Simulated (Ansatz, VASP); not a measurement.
## Two plane-wave programs on Si3Te

```xyz
4
Lattice="5.9186 0.0000 0.0000 -2.9593 5.1257 0.0000 0.0000 0.0000 2.6414" Properties=species:S:1:pos:R:3 pbc="T T T"
Si    2.9593    0.0000    1.3207
Si   -1.4796    2.5628    1.3207
Si    1.4796    2.5628    1.3207
Te    0.0000    0.0000    1.3207
```

Alike in both runs: functional PBE; k mesh 3 × 3 × 6; occupations gaussian, width 0.1 eV; no spin polarisation.

Ansatz relaxed the structure, and its values are those at the end. VASP's run is a single point on that final structure, the one shown.

|  | VASP | Ansatz |
| --- | --- | --- |
| version | VASP 6.6.1 | Ansatz 0.2.0 |
| potentials or method | VASP PAW PBE potentials, release 64 (Si, Te), cutoff 520 eV | scalar-relativistic, plane waves, PAW |
| valence electrons in the cell | 18 | 28 |

|  | VASP | Ansatz | Ansatz less VASP |
| --- | --- | --- | --- |
| gap on the k mesh at the Fermi level (eV) | none | none | - |
| pressure (GPa) | 0.0 | 0.0 | -0.04 |

A gap of «none» marks a metal or a gap that the smearing closes. The functional is the same, so the differences come from potentials, cutoffs and numerics. VASP's potentials hold 18 valence electrons a cell and Ansatz's 28, so a difference there can come from the potentials and not from the codes.

The k mesh is coarse, so the values compare programs but aren't converged. Spin-orbit coupling is off throughout.
